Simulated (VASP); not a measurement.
# Ca (I4/mmm) in VASP: notebook, part 3 of 3

VASP 6.6.1.

### Step 5. Single point, PBEsol (strain +0.080 along x and y, +0.000 along z)

Input file INCAR:

```
PREC = Accurate ; ENCUT = 520
EDIFF = 1E-7 ; ISMEAR = 0
SIGMA = 0.15 ; LREAL = False
LASPH = True ; NELM = 80
ALGO = Normal ; ISIF = 2
LWAVE = False ; LCHARG = False
GGA = PS ; NBANDS = 11
```

Input file KPOINTS:

```
Automatic mesh
0
Gamma
  14 14 14
```

Input file POSCAR:

```
Ca
1.0
    0.0000000000      3.0177360000      2.7942000000
    3.0177360000      0.0000000000      2.7942000000
    3.0177360000      3.0177360000      0.0000000000
Ca
1
Direct
    0.0000000000      0.0000000000      0.0000000000
```

Potentials or basis: VASP PAW PBE potentials, release 64 (Ca_sv).

On the command line:

```sh
> cat potpaw_PBE.64/Ca_sv/POTCAR > POTCAR
> mpirun -np 1 vasp_std > vasp.out
```

OUTCAR:

```text
PREC = Accurate
   ENCUT = 520
   EDIFF = 1E-7
   ISMEAR = 0
   LREAL = False
   LASPH = True
   NELM = 80
   ISIF = 2
   GGA = PS

 ion  position               nearest neighbor table
   1  0.000  0.000  0.000-

  LATTYP: Found a body centered tetragonal cell.
 ALAT       =     4.2677231789
 C/A-ratio  =     1.3094570022

  Lattice vectors:

 A1 = (   0.0000000000,  -3.0177360000,  -2.7942000000)
 A2 = (   0.0000000000,   3.0177360000,  -2.7942000000)
 A3 = (   3.0177360000,   0.0000000000,   2.7942000000)

Analysis of symmetry for initial positions (statically):
=====================================================================
 Subroutine PRICEL returns:
 Original cell was already a primitive cell.

 Routine SETGRP: Setting up the symmetry group for a
 body centered tetragonal supercell.

 Subroutine GETGRP returns: Found 16 space group operations
 (whereof 16 operations were pure point group operations)
 out of a pool of 16 trial point group operations.

The static configuration has the point symmetry D_4h.

Analysis of symmetry for dynamics (positions and initial velocities):
=====================================================================
 Subroutine PRICEL returns:
 Original cell was already a primitive cell.

 Routine SETGRP: Setting up the symmetry group for a
 body centered tetragonal supercell.

 Subroutine GETGRP returns: Found 16 space group operations
 (whereof 16 operations were pure point group operations)
 out of a pool of 16 trial point group operations.

The dynamic configuration has the point symmetry D_4h.

 Subroutine INISYM returns: Found 16 space group operations
 (whereof 16 operations are pure point group operations),
 and found     1 'primitive' translations

----------------------------------------------------------------------------------------

                                     Primitive cell

  volume of cell :      50.8921

  direct lattice vectors                    reciprocal lattice vectors
     0.000000000  3.017736000  2.794200000    -0.165687124  0.165687124  0.178942094
     3.017736000  0.000000000  2.794200000     0.165687124 -0.165687124  0.178942094
     3.017736000  3.017736000  0.000000000     0.165687124  0.165687124 -0.178942094

  length of vectors
     4.112697923  4.112697923  4.267723179     0.294829984  0.294829984  0.294829984

  position of ions in fractional coordinates (direct lattice)
     0.000000000  0.000000000  0.000000000

  ion indices of the primitive-cell ions
   primitive index   ion index
                 1           1

----------------------------------------------------------------------------------------

 KPOINTS: Automatic mesh

Automatic generation of k-mesh.
 Grid dimensions read from file:
 generate k-points for:   14   14   14

 Generating k-lattice:

  Cartesian coordinates                     Fractional coordinates (reciprocal lattice)
    -0.011834795  0.011834795  0.012781578     0.071428571  0.000000000  0.000000000
     0.011834795 -0.011834795  0.012781578     0.000000000  0.071428571  0.000000000
     0.011834795  0.011834795 -0.012781578     0.000000000  0.000000000  0.071428571

  Length of vectors
     0.021059285  0.021059285  0.021059285

  Shift w.r.t. Gamma in fractional coordinates (k-lattice)
     0.000000000  0.000000000  0.000000000

 Subroutine IBZKPT returns following result:
 ===========================================

 Found    244 irreducible k-points:

 Following reciprocal coordinates:
            Coordinates               Weight
  0.000000  0.000000  0.000000      1.000000
  0.071429 -0.000000  0.000000      8.000000
  0.142857  0.000000  0.000000      8.000000
  0.214286 -0.000000  0.000000      8.000000
  0.285714  0.000000  0.000000      8.000000
  0.357143 -0.000000  0.000000      8.000000
[... 16 lines left out ...]
  0.214286  0.142857  0.000000      8.000000
  0.285714  0.142857  0.000000      8.000000
 [... further k-points ...]
   k-points           NKPTS =    244   k-points in BZ     NKDIM =    244   number of bands    NBANDS=     11
   number of dos      NEDOS =    301   number of ions     NIONS =      1
   total plane-waves  NPLWV =  32768
   dimension x,y,z NGX =    32 NGY =   32 NGZ =   32
   dimension x,y,z NGXF=    64 NGYF=   64 NGZF=   64
   ions per type =               1
   NGX,Y,Z   is equivalent  to a cutoff of  12.94, 12.94, 12.47 a.u.
   NGXF,Y,Z  is equivalent  to a cutoff of  25.87, 25.87, 24.93 a.u.
 SYSTEM =  unknown system
   PREC   = accura    normal or accurate (medium, high low for compatibility)
   ISTART =      0    job   : 0-new  1-cont  2-samecut
   ICHARG =      2    charge: 1-file 2-atom 10-const
   ISPIN  =      1    spin polarized calculation?
   LNONCOLLINEAR =      F non collinear calculations
   LSORBIT =      F    spin-orbit coupling
   LASPH  =      T    aspherical Exc in radial PAW
   ENCUT  =  520.0 eV  38.22 Ry    6.18 a.u.   7.65  7.65  7.94*2*pi/ulx,y,z
   NELM   =     80;   NELMIN=  2; NELMDL= -5     # of ELM steps
   EDIFF  = 0.1E-06   stopping-criterion for ELM
   LREAL  =      F    real-space projection
   EDIFFG = 0.1E-05   stopping-criterion for IOM
   NSW    =      0    number of steps for IOM
   IBRION =     -1    ionic relax: 0-MD 1-quasi-New 2-CG
   NFREE  =      0    steps in history (QN), initial steepest desc. (CG)
   ISIF   =      2    stress and relaxation
   ISYM   =      2    0-nonsym 1-usesym 2-fastsym
   POTIM  = 0.5000    time-step for ionic-motion
   TEBEG  =    0.0;   TEEND  =   0.0 temperature during run
   PSTRESS=    0.0 pullay stress
   NELECT =      10.0000    total number of electrons
   NUPDOWN=      -1.0000    fix difference up-down
   EMIN   =  10.00;   EMAX   =-10.00  energy-range for DOS
   EFERMI =   0.00;   METHOD = LEGACY
   ISMEAR =     0;   SIGMA  =   0.15  broadening in eV -4-tet -1-fermi 0-gaus
   EFERMI_NEDOS =   21; number of points for ismear=-14 and -15
   IALGO  =     38    algorithm
   IMIX   =      4    mixing-type and parameters
     AMIX     =   0.40;   BMIX     =  1.00
     AMIX_MAG =   1.60;   BMIX_MAG =  1.00
  volume/ion in A,a.u.               =      50.89       343.44
  Fermi-wavevector in a.u.,A,eV,Ry     =   0.951754  1.798555 12.324650  0.905836
  Thomas-Fermi vector in A             =   2.080254
   LORBIT       =      0    0 simple, 1 ext, 2 COOP (PROOUT), +10 PAW based schemes
   GGA     = PS    functional components
   LHFCALC =     F    Hartree Fock is set to
   AEXX    =    0.0000 exact exchange contribution
   IVDW    =     0    specifies the selected vdW correction
   LEPSILON=     F    determine dielectric tensor
   LRPA    =     F    only Hartree local field effects (RPA)
 non-spin polarized calculation
 Gauss-broadening in eV      SIGMA  =   0.15
  energy-cutoff  :      520.00
  volume of cell :       50.89
 maximum number of plane-waves:      1387
   NGX = 15   NGY = 15   NGZ = 15

 number of electron      10.0000000 magnetization

 Free energy of the ion-electron system (eV)
  ---------------------------------------------------
  ext. energy  EPLUGINS =         0.00000000
  ---------------------------------------------------
  free energy    TOTEN  =        -2.03487593 eV

  energy without entropy =       -2.01964364  energy(sigma->0) =       -2.02725978

 E-fermi :   1.2175     XC(G=0):  -7.2401

 val. band max:        1.2159893893   @ k =  -0.4286   0.2857   0.0000
 cond. band min:       1.2356121461   @ k =  -0.3571   0.2143   0.1429
 fundamental gap:      0.0196227568
 Fermi energy:         1.2174947307

 k-point     1 :       0.0000    0.0000    0.0000
  band No.  band energies     occupation
      1     -41.0765      2.00000
      2     -22.0815      2.00000
      3     -22.0815      2.00000
      4     -22.0797      2.00000
      5      -2.4804      2.00000
      6       3.2044      0.00000
      7       3.2044      0.00000
      8       3.4792      0.00000
      9       3.9548      0.00000
     10       4.2821      0.00000
     11       9.6160      0.00000
[... 309 lines left out ...]
 k-point    24 :       0.2857    0.1429    0.0000
  band No.  band energies     occupation
      1     -41.0728      2.00000
      2     -22.1169      2.00000
      3     -22.0940      2.00000
      4     -22.0895      2.00000
      5      -1.3438      2.00000
      6       2.4949      0.00000
      7       3.3797      0.00000
      8       3.4061      0.00000
      9       3.8842      0.00000
     10       4.3123      0.00000
     11       7.5919      0.00000

 [... further k-points ...]

------------------------ aborting loop because EDIFF is reached ----------------------------------------

  FORCE on cell =-STRESS in cart. coord.  units (eV):
  Direction    XX          YY          ZZ          XY          YZ          ZX
  --------------------------------------------------------------------------------------
  -------------------------------------------------------------------------------------
  Total       -0.9165821     -0.9165821     -0.8207836      0.0000000     -0.0000000      0.0000000
  in kB      -28.8557230    -28.8557230    -25.8398075      0.0000000     -0.0000000      0.0000000
  external PRESSURE =     -27.8504178 kB  Pullay stress =       0.0000000 kB

 VOLUME and BASIS-vectors are now :
 -----------------------------------------------------------------------------
  energy-cutoff  :      520.00
  volume of cell :       50.89
      direct lattice vectors                 reciprocal lattice vectors
     0.000000000  3.017736000  2.794200000    -0.165687124  0.165687124  0.178942094
     3.017736000  0.000000000  2.794200000     0.165687124 -0.165687124  0.178942094
     3.017736000  3.017736000  0.000000000     0.165687124  0.165687124 -0.178942094

 POSITION                                       TOTAL-FORCE (eV/Angst)
 -----------------------------------------------------------------------------------
      0.00000      0.00000      0.00000        -0.000000      0.000000      0.000000
 -----------------------------------------------------------------------------------
    total drift:                                0.000000      0.000000     -0.000000

  FREE ENERGIE OF THE ION-ELECTRON SYSTEM (eV)
  ---------------------------------------------------
  free  energy   TOTEN  =        -2.0348759290 eV

  energy  without entropy=       -2.0196436408  energy(sigma->0) =       -2.02725978
```

stdout:

```text
POSCAR found type information on POSCAR Ca
 POSCAR found :  1 types and       1 ions
 scaLAPACK will be used
 -----------------------------------------------------------------------------
|                                                                             |
|                                                                             |
|     You enforced a specific xc type in the INCAR file but a different       |
|     I HOPE YOU KNOW WHAT YOU ARE DOING!                                     |
|                                                                             |
 -----------------------------------------------------------------------------

 LDA part: xc-table for (Slater+PW92), standard interpolation
 POSCAR, INCAR and KPOINTS ok, starting setup
 FFT: planning ... GRIDC
 FFT: planning ... GRID_SOFT
 FFT: planning ... GRID
 WAVECAR not read
 entering main loop
```

Wall time 2.1 min (1 thread of Intel Xeon 8259CL, shared host); peak memory 0.27 GiB.

What came out:

* Free energy: -2.0349 eV
* Pressure: -2.8 GPa
* Band gap on the k mesh: zero (bands 5 and 6 overlap by 0.52 eV)

Stress tensor (GPa, compression positive):
```
-2.89  0.00  0.00
 0.00 -2.89  0.00
 0.00  0.00 -2.58
```

Levels at points of the mesh, in eV from the Fermi level:
```
           k point  band 2  band 3  band 4  band 5  band 6  band 7  band 8  band 9
(0.00, 0.00, 0.00)  -23.30  -23.30  -23.30   -3.70    1.99    1.99    2.26    2.74
(0.50, 0.00, 0.00)  -23.37  -23.31  -23.30   -0.93   -0.25    1.81    2.16    3.38
(0.50, 0.50, 0.00)  -23.36  -23.33  -23.33   -0.15    0.55    1.14    3.45    3.61
(0.50, 0.00, 0.50)  -23.36  -23.33  -23.32   -0.41    0.48    0.70    3.42    3.49
```

Caveat: the cell differs from its parent crystal (strain +0.080 along x and y, +0.000 along z); the PAW data sets were made with another functional, which shifts forces and pressure a little.

### Step 6. The runs side by side

```csv
cell,gap on the mesh (eV),pressure (GPa)
"a = 4.113, b = 4.113, c = 3.952 Å, angles 61.3, 61.3, 57.4°, 1 atom",none,-2.1
"a = 4.031, b = 4.031, c = 4.110 Å, angles 59.4, 59.4, 61.3°, 1 atom",none,-2.1
"a = 4.038, b = 4.038, c = 4.268 Å, angles 58.1, 58.1, 63.8°, 1 atom",none,-2.5
"a = 4.113, b = 4.113, c = 4.268 Å, angles 58.7, 58.7, 62.5°, 1 atom",none,-2.8
```

Alike in all rows: task single point; level PBEsol; potentials or basis VASP PAW PBE potentials, release 64 (Ca_sv); no spin polarisation; k mesh 14 × 14 × 14; cutoff (eV) 520; smearing gaussian 0.15 eV.

Caveats: the PAW data sets were made with another functional, which shifts forces and pressure a little.

Absolute energies hang on the potentials; compare differences alone.
